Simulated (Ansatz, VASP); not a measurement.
**Two plane-wave programs on Zn**

```xyz
1
Lattice="-1.7050 1.5121 1.5121 1.5121 -1.7050 1.5121 1.5121 1.5121 -1.7050" Properties=species:S:1:pos:R:3 pbc="T T T"
Zn    0.0000    0.0000    0.0000
```

Alike in both runs: task single point; functional LDA; k mesh 22 × 22 × 22; occupations gaussian, width 0.15 eV; no spin polarisation.

|  | VASP | Ansatz |
| --- | --- | --- |
| version | VASP 6.6.1 | Ansatz 0.2.0 |
| potentials or method | VASP PAW LDA potentials, release 64 (Zn), cutoff 520 eV | scalar-relativistic, plane waves, PAW |
| valence electrons in the cell | 12 | 12 |

VASP gave:

```
gap on the k mesh at the Fermi level (eV)                     : none
pressure (GPa)                                                : 8.4
traceless stress, the component that is largest in VASP (GPa) : 10.27
```

**Question.** Estimate Ansatz's values.

**Answer.** gap on the k mesh at the Fermi level (eV): none; pressure (GPa): 7.5; traceless stress, the component that is largest in VASP (GPa): 9.92.

LDA's correlation is that of Perdew and Zunger in VASP and of Perdew and Wang (1992) in Ansatz. A gap of «none» marks a metal or a gap that the smearing closes.
